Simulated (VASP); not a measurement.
# In (R-3m) in VASP: notebook

Runs on In. Level: PBE. Tasks: electric field gradients.

Everything below comes from runs of VASP 6.6.1. Logs are shortened: lines on timing, memory, paths and dates and some standing lists are left out, and cuts for length are marked.

## (1) The cell of the first run

It takes space group R-3m (No. 166, trigonal). Conventional cell: a = 3.317 Å, b = 3.317 Å, c = 24.457 Å, α = 90.00°, β = 90.00°, γ = 120.00°. Within 4.4 Å of In (site symmetry -3m) lie 12 In at 3.32 to 3.33 Å. In (site symmetry 3m) has 12 In at 3.32 to 3.33 Å within 4.4 Å.

## (2) Electric field gradients, PBE (volume scaled by 0.98)

INCAR

```
SYSTEM = In
  ALGO = Normal
  EDIFF = 1E-8
  ENCUT = 520
  GGA = PE
  ISIF = 2
  ISMEAR = -1
  LASPH = .True.
  LCHARG = .False.
  LEFG = .True.
  LREAL = .False.
  LWAVE = .False.
  NBANDS = 26
  NELM = 100
  PREC = Accurate
  SIGMA = 0.05
```

KPOINTS

```
k-points
0
Gamma
  14 14 14
  0 0 0
```

POSCAR

```
In
1.0
    1.6584308627      0.9574955050      8.1523779443
   -1.6584308627      0.9574955050      8.1523779443
    0.0000000000     -1.9149910101      8.1523779443
In
3
Direct
    0.0000000000      0.0000000000      0.0000000000
    0.7780122400      0.7780122400      0.7780122400
    0.2219877600      0.2219877600      0.2219877600
```

Potentials or basis: VASP PAW PBE potentials, release 64 (In_d).

Command:

```console
$ cat potpaw_PBE.64/In_d/POTCAR > POTCAR
$ mpirun -np 1 vasp_std > vasp.out
```

OUTCAR:

```text
SYSTEM = In
   EDIFF = 1E-8
   ENCUT = 520
   GGA = PE
   ISIF = 2
   ISMEAR = -1
   LASPH = .True.
   LREAL = .False.
   NELM = 100
   PREC = Accurate

 ion  position               nearest neighbor table
   1  0.000  0.000  0.000-   2 3.33   2 3.33   3 3.33   3 3.33   2 3.33   3 3.33
   2  0.778  0.778  0.778-   3 3.32   3 3.32   3 3.32   1 3.33   1 3.33   1 3.33
   3  0.222  0.222  0.222-   2 3.32   2 3.32   2 3.32   1 3.33   1 3.33   1 3.33

  LATTYP: Found a trigonal (rhomboedric) cell.
 ALAT       =     8.3742735037
 COS(alpha) =     0.9215612875

  Lattice vectors:

 A1 = (   1.6584308627,   0.9574955050,   8.1523779443)
 A2 = (  -1.6584308627,   0.9574955050,   8.1523779443)
 A3 = (   0.0000000000,  -1.9149910101,   8.1523779443)

Analysis of symmetry for initial positions (statically):
=====================================================================
 Subroutine PRICEL returns:
 Original cell was already a primitive cell.

 Routine SETGRP: Setting up the symmetry group for a
 trigonal (rhombohedral) supercell.

 Subroutine GETGRP returns: Found 12 space group operations
 (whereof 12 operations were pure point group operations)
 out of a pool of 12 trial point group operations.

The static configuration has the point symmetry D_3d.

Analysis of symmetry for dynamics (positions and initial velocities):
=====================================================================
 Subroutine PRICEL returns:
 Original cell was already a primitive cell.

 Routine SETGRP: Setting up the symmetry group for a
 trigonal (rhombohedral) supercell.

 Subroutine GETGRP returns: Found 12 space group operations
 (whereof 12 operations were pure point group operations)
 out of a pool of 12 trial point group operations.

The dynamic configuration has the point symmetry D_3d.

 Subroutine INISYM returns: Found 12 space group operations
 (whereof 12 operations are pure point group operations),
 and found     1 'primitive' translations

----------------------------------------------------------------------------------------
[... 124 lines left out ...]
   LEPSILON=     F    determine dielectric tensor
   LRPA    =     F    only Hartree local field effects (RPA)
 non-spin polarized calculation
  energy-cutoff  :      520.00
  volume of cell :       77.67
 maximum number of plane-waves:      2124
 NGX is ok and might be reduce to    64
   NGX = 31   NGY = 31   NGZ = 31

 number of electron      38.9999999 magnetization

 Free energy of the ion-electron system (eV)
  ---------------------------------------------------
  ext. energy  EPLUGINS =         0.00000000
  ---------------------------------------------------
  free energy    TOTEN  =        -7.63017944 eV

  energy without entropy =       -7.61744568  energy(sigma->0) =       -7.62381256

 E-fermi :   7.6740     XC(G=0): -10.3035

 val. band max:        7.6737075155   @ k =  -0.2857   0.5000   0.0714
 cond. band min:       7.6767290092   @ k =   0.2857   0.0714   0.0714
 fundamental gap:      0.0030214937
 Fermi energy:         7.6739952257

 k-point     1 :       0.0000    0.0000    0.0000
  band No.  band energies     occupation
      1      -7.0511      2.00000
      2      -7.0495      2.00000
      3      -7.0056      2.00000
      4      -6.9974      2.00000
      5      -6.9974      2.00000
      6      -6.9755      2.00000
[... 685 lines left out ...]
     25      14.1441      0.00000
     26      15.4849      0.00000

 [... further k-points ...]
[... 5 lines left out ...]
  --------------------------------------------------------------------------------------
  -------------------------------------------------------------------------------------
  Total        1.2119182      1.2119182      1.3423625      0.0000000     -0.0000000      0.0000000
  in kB       24.9985147     24.9985147     27.6892208      0.0000000     -0.0000000      0.0000000
  external PRESSURE =      25.8954168 kB  Pullay stress =       0.0000000 kB

 VOLUME and BASIS-vectors are now :
 -----------------------------------------------------------------------------
  energy-cutoff  :      520.00
  volume of cell :       77.67
      direct lattice vectors                 reciprocal lattice vectors
     1.658430863  0.957495505  8.152377944     0.301489807  0.174065221  0.040887866
    -1.658430863  0.957495505  8.152377944    -0.301489807  0.174065221  0.040887866
     0.000000000 -1.914991010  8.152377944     0.000000000 -0.348130442  0.040887866

 POSITION                                       TOTAL-FORCE (eV/Angst)
 -----------------------------------------------------------------------------------
      0.00000      0.00000      0.00000         0.000000     -0.000000      0.000000
      0.00000     -0.00000     19.02795         0.000000      0.000000     -0.024396
      0.00000     -0.00000      5.42918         0.000000     -0.000000      0.024396
 -----------------------------------------------------------------------------------
    total drift:                                0.000000      0.000000     -0.000000

  FREE ENERGIE OF THE ION-ELECTRON SYSTEM (eV)
  ---------------------------------------------------
  free  energy   TOTEN  =        -7.6301794388 eV

  energy  without entropy=       -7.6174456797  energy(sigma->0) =       -7.62381256

 Electric field gradients (V/A^2)
---------------------------------------------------------------------
 ion       V_xx      V_yy      V_zz      V_xy      V_xz      V_yz
---------------------------------------------------------------------
   1      -1.240    -1.240     2.479     0.000    -0.000     0.000
   2       2.289     2.289    -4.577     0.000     0.000     0.000
   3       2.289     2.289    -4.577     0.000    -0.000     0.000
---------------------------------------------------------------------

 Electric field gradients after diagonalization (V/A^2)
 (convention: |V_zz| > |V_xx| > |V_yy|)
----------------------------------------------------------------------
 ion       V_xx      V_yy      V_zz     asymmetry (V_yy - V_xx)/ V_zz
----------------------------------------------------------------------
   1      -1.240    -1.240     2.479       0.000
   2       2.289     2.289    -4.577       0.000
   3       2.289     2.289    -4.577       0.000
----------------------------------------------------------------------

           NMR quadrupolar parameters

 Cq : quadrupolar parameter    Cq=e*Q*V_zz/h
 eta: asymmetry parameters     (V_yy - V_xx)/ V_zz
 Q  : nuclear electric quadrupole moment in mb (millibarn)
----------------------------------------------------------------------
 ion       Cq(MHz)       eta       Q (mb)
----------------------------------------------------------------------
   1       0.006       0.000       1.000
   2      -0.011       0.000       1.000
   3      -0.011       0.000       1.000
----------------------------------------------------------------------
```

OSZICAR:

```text
N       E                     dE             d eps       ncg     rms          rms(c)
DAV:   1     0.349058000316E+03    0.34906E+03   -0.18835E+04 14976   0.205E+03
DAV:   2     0.225693113224E+02   -0.32649E+03   -0.32222E+03 14994   0.444E+02
DAV:   3    -0.664476020081E+01   -0.29214E+02   -0.28929E+02 17794   0.159E+02
DAV:   4    -0.766068360355E+01   -0.10159E+01   -0.10143E+01 18044   0.328E+01
DAV:   5    -0.771554674214E+01   -0.54863E-01   -0.54858E-01 23792   0.576E+00    0.411E+00
DAV:   6    -0.764514931571E+01    0.70397E-01   -0.13998E-01 19366   0.554E+00    0.200E+00
DAV:   7    -0.763102648130E+01    0.14123E-01   -0.45484E-02 20352   0.288E+00    0.402E-01
DAV:   8    -0.763013857123E+01    0.88791E-03   -0.35741E-03 17688   0.790E-01    0.441E-02
DAV:   9    -0.763017390025E+01   -0.35329E-04   -0.13906E-04 24462   0.102E-01    0.212E-02
DAV:  10    -0.763017871389E+01   -0.48136E-05   -0.13547E-05 19336   0.498E-02    0.543E-03
DAV:  11    -0.763017960833E+01   -0.89444E-06   -0.12430E-06 18682   0.156E-02    0.154E-03
DAV:  12    -0.763017953446E+01    0.73875E-07   -0.95152E-08 19940   0.254E-03    0.747E-04
DAV:  13    -0.763017941898E+01    0.11547E-06   -0.42465E-09  9044   0.159E-03    0.107E-04
DAV:  14    -0.763017943719E+01   -0.18206E-07   -0.13412E-09  8538   0.607E-04    0.635E-05
DAV:  15    -0.763017943884E+01   -0.16471E-08   -0.62300E-10  8444   0.444E-04
   1 F= -.76301794E+01 E0= -.76238126E+01  d E =-.127338E-01
```

stdout:

```text
POSCAR found type information on POSCAR In
 POSCAR found :  1 types and       3 ions
 scaLAPACK will be used
 LDA part: xc-table for (Slater+PW92), standard interpolation
 POSCAR, INCAR and KPOINTS ok, starting setup
 FFT: planning ... GRIDC
 FFT: planning ... GRID_SOFT
 FFT: planning ... GRID
 WAVECAR not read
 entering main loop
ion   1

ion   2

ion   3
```

Wall time 39 min (1 thread of Intel Xeon Platinum 8259CL at 2.50GHz (Skylake/Cascade Lake), shared host); peak memory 0.8 GiB.

What came out:

```yaml
Free_energy: -7.6302 eV
Pressure: 2.6 GPa
Largest_force: 0.024 eV/Å
```

Forces in eV/Å, atoms in the order of the input:
```
In   0.000  0.000  0.000
In   0.000  0.000 -0.024
In   0.000  0.000  0.024
```

Stress tensor (GPa, compression positive):
```
2.50 0.00 0.00
0.00 2.50 0.00
0.00 0.00 2.77
```

Levels at points of the mesh, in eV from the Fermi level:
```tsv
k point	band 15	band 16	band 17	band 18	band 19	band 20	band 21	band 22	band 23	band 24
(0.00, 0.00, 0.00)	-14.39	-9.65	-7.16	-7.14	0.48	0.50	8.87	8.87	8.96	8.96
(0.50, 0.00, 0.00)	-14.32	-4.82	-4.25	-3.01	-2.83	-1.20	-1.07	3.32	4.13	4.77
(0.50, 0.50, 0.00)	-14.31	-4.56	-4.30	-3.52	-3.14	-0.44	-0.28	1.89	3.35	4.06
(0.50, 0.50, 0.50)	-14.35	-9.05	-9.02	-4.39	-3.47	5.84	5.89	8.45	8.45	9.85
```

Electric field gradients, principal values (V/Å²):
```csv
atom,least,middle,greatest (by size)
1 In,-1.240,-1.240,2.479
2 In,2.289,2.289,-4.577
3 In,2.289,2.289,-4.577
```

Caveat: without QUAD_EFG the Cq values of the log hold for a quadrupole moment of 1 mb, not for the nuclei; spin-orbit coupling is left out, which moves the levels of the heavy elements.

(Continued in part 2 of 2.)
